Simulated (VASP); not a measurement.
# Ga (I4/mmm) in VASP: a series of runs

Ga is run at these levels: LDA; tasks: electric field gradients.

Program: VASP 6.6.1. These are calculated values, not measurements. Logs are shortened: lines on timing, memory, paths and dates and some standing lists are left out, and cuts for length are marked.

## 1. The cell of the first run

The structure is tetragonal, space group I4/mmm (No. 139). Conventional cell: a = 2.827 Å, b = 2.827 Å, c = 4.488 Å, α = 90.00°, β = 90.00°, γ = 90.00°. Within 3.7 Å of Ga (site symmetry 4/mmm) lie 12 Ga at 2.83 to 3.00 Å.

## 2. Electric field gradients, LDA (17.93 Å³/atom)

Input file INCAR:

```
ALGO = Normal
EDIFF = 1E-8
ENCUT = 520
GGA = CA
ISIF = 2
ISMEAR = -1
ISYM = 0
LASPH = T
LCHARG = F
LEFG = T
LREAL = F
LWAVE = F
NBANDS = 12
NELM = 80
PREC = Accurate
SIGMA = 0.05
```

Input file KPOINTS:

```
k-points
0
Gamma
  14 14 16
```

Input file POSCAR:

```
Ga
1.0
   -1.4132982842      1.4132982842      2.2437620196
    1.4132982842     -1.4132982842      2.2437620196
    1.4132982842      1.4132982842     -2.2437620196
Ga
1
Direct
    0.0000000000      0.0000000000      0.0000000000
```

Potentials or basis: VASP PAW LDA potentials, release 64 (Ga_d).

Command:

```sh
$ cat potpaw_LDA.64/Ga_d/POTCAR > POTCAR
$ mpirun -np 1 vasp_std > vasp.out
```

OUTCAR:

```text
EDIFF = 1E-8
   ENCUT = 520
   GGA = CA
   ISIF = 2
   ISMEAR = -1
   ISYM = 0
   LASPH = T
   LREAL = F
   NELM = 80
   PREC = Accurate

 ion  position               nearest neighbor table
   1  0.000  0.000  0.000-

IMPORTANT INFORMATION: All symmetrisations will be switched off!
NOSYMM: (Re-)initialisation of all symmetry stuff for point group C_1.

----------------------------------------------------------------------------------------

                                     Primitive cell

  volume of cell :      17.9269

  direct lattice vectors                    reciprocal lattice vectors
    -1.413298284  1.413298284  2.243762020     0.000000000  0.353782358  0.222840032
     1.413298284 -1.413298284  2.243762020     0.353782358  0.000000000  0.222840032
     1.413298284  1.413298284 -2.243762020     0.353782358  0.353782358  0.000000000

  length of vectors
     3.004878048  3.004878048  3.004878048     0.418114383  0.418114383  0.500323809

  position of ions in fractional coordinates (direct lattice)
     0.000000000  0.000000000  0.000000000

  ion indices of the primitive-cell ions
   primitive index   ion index
                 1           1

----------------------------------------------------------------------------------------

 KPOINTS: k-points

Automatic generation of k-mesh.
 Grid dimensions read from file:
 generate k-points for:   14   14   16

 Generating k-lattice:

  Cartesian coordinates                     Fractional coordinates (reciprocal lattice)
     0.000000000  0.025270168  0.015917145     0.071428571  0.000000000 -0.000000000
     0.025270168  0.000000000  0.015917145     0.000000000  0.071428571 -0.000000000
     0.022111397  0.022111397  0.000000000     0.000000000  0.000000000  0.062500000

  Length of vectors
     0.029865313  0.029865313  0.031270238

  Shift w.r.t. Gamma in fractional coordinates (k-lattice)
     0.000000000  0.000000000  0.000000000

 -----------------------------------------------------------------------------
|                                                                             |
|           W    W    AA    RRRRR   N    N  II  N    N   GGGG   !!!           |
[... 112 lines left out ...]
  free energy    TOTEN  =        -3.55792155 eV

  energy without entropy =       -3.55504194  energy(sigma->0) =       -3.55648175

 E-fermi :   5.7889     XC(G=0): -11.5908

 val. band max:        5.7859229006   @ k =   0.2143  -0.2143   0.4375
 cond. band min:       5.7906340200   @ k =   0.1429   0.2143   0.3750
 fundamental gap:      0.0047111193
 Fermi energy:         5.7888935074

 k-point     1 :       0.0000    0.0000    0.0000
  band No.  band energies     occupation
      1      -9.3369      2.00000
      2      -9.2101      2.00000
      3      -9.2100      2.00000
      4      -9.1883      2.00000
      5      -9.0547      2.00000
      6      -5.6588      2.00000
      7      18.4201      0.00000
      8      18.4269      0.00000
      9      18.4270      0.00000
     10      22.1095      0.00000
     11      22.2440      0.00000
     12      22.7587      0.00000
[... 331 lines left out ...]
 k-point    24 :       0.0714    0.1429   -0.0000
  band No.  band energies     occupation
      1      -9.3118      2.00000
      2      -9.2214      2.00000
      3      -9.1903      2.00000
      4      -9.1611      2.00000
      5      -9.0653      2.00000
      6      -4.8142      2.00000
      7      13.2020      0.00000
      8      15.5192      0.00000
      9      17.5989      0.00000
     10      20.9127      0.00000
     11      21.5811      0.00000
     12      23.7203      0.00000

 [... further k-points ...]

------------------------ aborting loop because EDIFF is reached ----------------------------------------

  FORCE on cell =-STRESS in cart. coord.  units (eV):
  Direction    XX          YY          ZZ          XY          YZ          ZX
  --------------------------------------------------------------------------------------
  -------------------------------------------------------------------------------------
  Total       -0.2969531     -0.2969532     -0.3012219     -0.0146323      0.0117869      0.0117871
  in kB      -26.5395758    -26.5395879    -26.9210914     -1.3077313      1.0534314      1.0534517
  external PRESSURE =     -26.6667517 kB  Pullay stress =       0.0000000 kB

 VOLUME and BASIS-vectors are now :
 -----------------------------------------------------------------------------
  energy-cutoff  :      520.00
  volume of cell :       17.93
      direct lattice vectors                 reciprocal lattice vectors
    -1.413298284  1.413298284  2.243762020     0.000000000  0.353782358  0.222840032
     1.413298284 -1.413298284  2.243762020     0.353782358  0.000000000  0.222840032
     1.413298284  1.413298284 -2.243762020     0.353782358  0.353782358  0.000000000

 POSITION                                       TOTAL-FORCE (eV/Angst)
 -----------------------------------------------------------------------------------
      0.00000      0.00000      0.00000         0.000000     -0.000000      0.000000
 -----------------------------------------------------------------------------------
    total drift:                                0.000000     -0.000000      0.000000

  FREE ENERGIE OF THE ION-ELECTRON SYSTEM (eV)
  ---------------------------------------------------
  free  energy   TOTEN  =        -3.5579215485 eV

  energy  without entropy=       -3.5550419435  energy(sigma->0) =       -3.55648175

 Electric field gradients (V/A^2)
---------------------------------------------------------------------
 ion       V_xx      V_yy      V_zz      V_xy      V_xz      V_yz
---------------------------------------------------------------------
   1     -10.199   -10.199    20.397     0.437     0.330     0.330
---------------------------------------------------------------------

 Electric field gradients after diagonalization (V/A^2)
 (convention: |V_zz| > |V_xx| > |V_yy|)
----------------------------------------------------------------------
 ion       V_xx      V_yy      V_zz     asymmetry (V_yy - V_xx)/ V_zz
----------------------------------------------------------------------
   1     -10.636    -9.768    20.405       0.043
----------------------------------------------------------------------

           NMR quadrupolar parameters

 Cq : quadrupolar parameter    Cq=e*Q*V_zz/h
 eta: asymmetry parameters     (V_yy - V_xx)/ V_zz
 Q  : nuclear electric quadrupole moment in mb (millibarn)
----------------------------------------------------------------------
 ion       Cq(MHz)       eta       Q (mb)
----------------------------------------------------------------------
   1       0.049       0.043       1.000
----------------------------------------------------------------------
```

OSZICAR:

```text
N       E                     dE             d eps       ncg     rms          rms(c)
DAV:   1     0.431874548535E+02    0.43187E+02   -0.66859E+03 40960   0.190E+03
DAV:   2    -0.145151061862E+01   -0.44639E+02   -0.42968E+02 39772   0.263E+02
DAV:   3    -0.357927361635E+01   -0.21278E+01   -0.21225E+01 43232   0.460E+01
DAV:   4    -0.359639095863E+01   -0.17117E-01   -0.17115E-01 43068   0.441E+00
DAV:   5    -0.359656579541E+01   -0.17484E-03   -0.17483E-03 44568   0.429E-01    0.897E-01
DAV:   6    -0.356608849826E+01    0.30477E-01   -0.44770E-02 46820   0.432E+00    0.429E-01
DAV:   7    -0.355877112686E+01    0.73174E-02   -0.74948E-03 48532   0.139E+00    0.118E-01
DAV:   8    -0.355792232166E+01    0.84881E-03   -0.80343E-04 47584   0.498E-01    0.856E-03
DAV:   9    -0.355792151555E+01    0.80611E-06   -0.61066E-06 46728   0.391E-02    0.283E-03
DAV:  10    -0.355792155428E+01   -0.38725E-07   -0.13685E-07 43796   0.502E-03    0.245E-04
DAV:  11    -0.355792154854E+01    0.57425E-08   -0.49103E-09 31748   0.116E-03
   1 F= -.35579215E+01 E0= -.35564817E+01  d E =-.287961E-02
```

Run time: 78 s. Hardware: 1 thread of Intel Xeon 6975P-C (Granite Rapids), shared host; peak memory 0.41 GiB.

What came out:

```
Free energy                             : -3.5579 eV
Pressure                                : -2.7 GPa
Band gap on the k mesh                  : zero (an odd number of electrons rules out a gap without spin polarisation)
Largest electric field gradient by atom : Ga +20.4 V/Å²
```

Levels at points of the mesh, in eV from the Fermi level:
```tsv
k point	band 4	band 5	band 6	band 7	band 8	band 9
(0.00, 0.00, 0.00)	-14.98	-14.84	-11.45	12.63	12.64	12.64
(0.50, 0.00, 0.00)	-14.81	-14.77	-5.01	-4.16	8.51	11.58
(0.00, 0.50, 0.00)	-14.81	-14.77	-5.01	-4.16	8.51	11.58
(0.50, 0.50, 0.00)	-14.81	-14.70	-2.19	-1.46	4.04	4.95
(0.00, 0.00, 0.50)	-14.81	-14.70	-2.19	-1.46	4.04	4.95
(0.50, 0.00, 0.50)	-14.81	-14.77	-5.01	-4.16	8.51	11.58
(0.00, 0.50, 0.50)	-14.81	-14.77	-5.01	-4.16	8.51	11.58
(0.50, 0.50, 0.50)	-14.77	-14.77	-3.91	-3.57	6.41	6.41
```

Electric field gradients, principal values (V/Å²):
```tsv
atom	least	middle	greatest (by size)
1 Ga	-9.768	-10.636	20.405
```

Caveat: without QUAD_EFG the Cq values of the log hold for a quadrupole moment of 1 mb, not for the nuclei.

## 3. Electric field gradients, LDA (equal xx and yy strain of +2 %)

Input file INCAR:

```
SYSTEM = Ga
PREC = Accurate
ENCUT = 400
EDIFF = 1E-8
ISMEAR = -1
SIGMA = 0.05
LREAL = .FALSE.
LASPH = .TRUE.
NELM = 120
ALGO = Normal
ISIF = 2
LWAVE = .FALSE.
LCHARG = .FALSE.
GGA = CA
LEFG = .TRUE.
ISYM = 0
NBANDS = 12
GGA_COMPAT = .FALSE.
```

Input file KPOINTS:

```
Automatic mesh
0
G
  14 14 16
  0 0 0
```

Input file POSCAR:

```
Ga
1.0
   -1.4320800000      1.4320800000      2.2290000000
    1.4320800000     -1.4320800000      2.2290000000
    1.4320800000      1.4320800000     -2.2290000000
Ga
1
Direct
    0.0000000000      0.0000000000      0.0000000000
```

Potentials or basis: VASP PAW LDA potentials, release 64 (Ga_d).

Command:

```sh
$ cat potpaw_LDA.64/Ga_d/POTCAR > POTCAR
$ mpirun -np 1 vasp_std > vasp.out
```

OUTCAR:

```text
SYSTEM = Ga
   PREC = Accurate
   ENCUT = 400
   EDIFF = 1E-8
   ISMEAR = -1
   LREAL = .FALSE.
   LASPH = .TRUE.
   NELM = 120
   ISIF = 2
   GGA = CA
   ISYM = 0

 ion  position               nearest neighbor table
   1  0.000  0.000  0.000-

IMPORTANT INFORMATION: All symmetrisations will be switched off!
NOSYMM: (Re-)initialisation of all symmetry stuff for point group C_1.

----------------------------------------------------------------------------------------

                                     Primitive cell

  volume of cell :      18.2854

  direct lattice vectors                    reciprocal lattice vectors
    -1.432080000  1.432080000  2.229000000     0.000000000  0.349142506  0.224315837
     1.432080000 -1.432080000  2.229000000     0.349142506  0.000000000  0.224315837
     1.432080000  1.432080000 -2.229000000     0.349142506  0.349142506  0.000000000

[... 528 lines left out ...]

 VOLUME and BASIS-vectors are now :
 -----------------------------------------------------------------------------
  energy-cutoff  :      400.00
  volume of cell :       18.29
      direct lattice vectors                 reciprocal lattice vectors
    -1.432080000  1.432080000  2.229000000     0.000000000  0.349142506  0.224315837
     1.432080000 -1.432080000  2.229000000     0.349142506  0.000000000  0.224315837
     1.432080000  1.432080000 -2.229000000     0.349142506  0.349142506  0.000000000

 POSITION                                       TOTAL-FORCE (eV/Angst)
 -----------------------------------------------------------------------------------
      0.00000      0.00000      0.00000        -0.000000      0.000000     -0.000000
 -----------------------------------------------------------------------------------
    total drift:                               -0.000000      0.000000     -0.000000

  FREE ENERGIE OF THE ION-ELECTRON SYSTEM (eV)
  ---------------------------------------------------
  free  energy   TOTEN  =        -3.5502791374 eV

  energy  without entropy=       -3.5471529952  energy(sigma->0) =       -3.54871607

 Electric field gradients (V/A^2)
---------------------------------------------------------------------
 ion       V_xx      V_yy      V_zz      V_xy      V_xz      V_yz
---------------------------------------------------------------------
   1      -8.871    -8.871    17.743     0.035     0.484     0.484
---------------------------------------------------------------------

 Electric field gradients after diagonalization (V/A^2)
 (convention: |V_zz| > |V_xx| > |V_yy|)
----------------------------------------------------------------------
 ion       V_xx      V_yy      V_zz     asymmetry (V_yy - V_xx)/ V_zz
----------------------------------------------------------------------
   1      -8.906    -8.854    17.761       0.003
----------------------------------------------------------------------

           NMR quadrupolar parameters

 Cq : quadrupolar parameter    Cq=e*Q*V_zz/h
 eta: asymmetry parameters     (V_yy - V_xx)/ V_zz
 Q  : nuclear electric quadrupole moment in mb (millibarn)
----------------------------------------------------------------------
 ion       Cq(MHz)       eta       Q (mb)
----------------------------------------------------------------------
   1       0.043       0.003       1.000
----------------------------------------------------------------------
```

Run time: 3.8 min. Hardware: 1 thread of Oxide Virtual Turin-like, shared host; peak memory 0.28 GiB.

Results:

```yaml
Free_energy: -3.5503 eV
Pressure: -4.1 GPa
Band_gap_on_the_k_mesh: zero (an odd number of electrons rules out a gap without spin polarisation)
Largest_electric_field_gradient_by_atom: Ga +17.8 V/Å²
```

Electric field gradients, principal values (V/Å²):
| atom | least | middle | greatest (by size) |
| --- | --- | --- | --- |
| 1 Ga | -8.854 | -8.906 | 17.761 |

Caveat: the cell differs from its parent crystal (equal xx and yy strain of +2 %); the cell stands under tension; without QUAD_EFG the Cq values of the log hold for a quadrupole moment of 1 mb, not for the nuclei.
